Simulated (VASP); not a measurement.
Here is a VASP 6.6.1 calculation.

INCAR

```
PREC = Accurate
ENCUT = 600
EDIFF = 1E-6
ISMEAR = -1
SIGMA = 0.05
LREAL = False
LASPH = True
NELM = 100
ALGO = Normal
ISIF = 3
LWAVE = False
LCHARG = False
GGA = PE
IBRION = 2
NSW = 80
EDIFFG = -0.03
PSTRESS = 100.0
```

Contents of KPOINTS:

```
Automatic mesh
0
Gamma
  6 6 6
```

The input POSCAR:

```
Ca
1.0
    3.6300000000      0.0000000000      0.0000000000
    0.0000000000      3.6300000000      0.0000000000
    0.0000000000      0.0000000000      3.6300000000
Ca
1
Direct
    0.0000000000      0.0000000000      0.0000000000
```

Potentials or basis: VASP PAW PBE potentials, release 64 (Ca_sv).

Launch:

```console
$ cat potpaw_PBE.64/Ca_sv/POTCAR > POTCAR
$ mpirun -np 1 vasp_std > vasp.out
```

Task: What does it give for the space group after relaxing (to 0.1 Å)?

Result: Pm-3m (No. 221).

Task: What does it give for the relaxed cell?

Result: a = 3.048 Å, b = 3.048 Å, c = 3.048 Å, α = 90.00°, β = 90.00°, γ = 90.00°.

Task: What does it give for the band gap on the k mesh?

Result: Zero (bands 5 and 6 overlap by 0.57 eV).

Task: Estimate the relaxed volume.

Result: 28.32 Å³/atom.

The path:
| step | energy change (eV) | largest force (eV/Å) | pressure (GPa) | volume (Å³) |
| --- | --- | --- | --- | --- |
| 1 | 0.0000 | 0.0000 | -0.95 | 47.83 |
| 2 | 0.3398 | 0.0000 | 9.62 | 28.58 |
| 3 | 0.3557 | 0.0000 | 9.89 | 28.32 |

Caveat: the cell is relaxed towards a set pressure, so the run minimises the enthalpy, not the energy; the volume moved by over 15 % at a fixed basis, so the end points are rough.
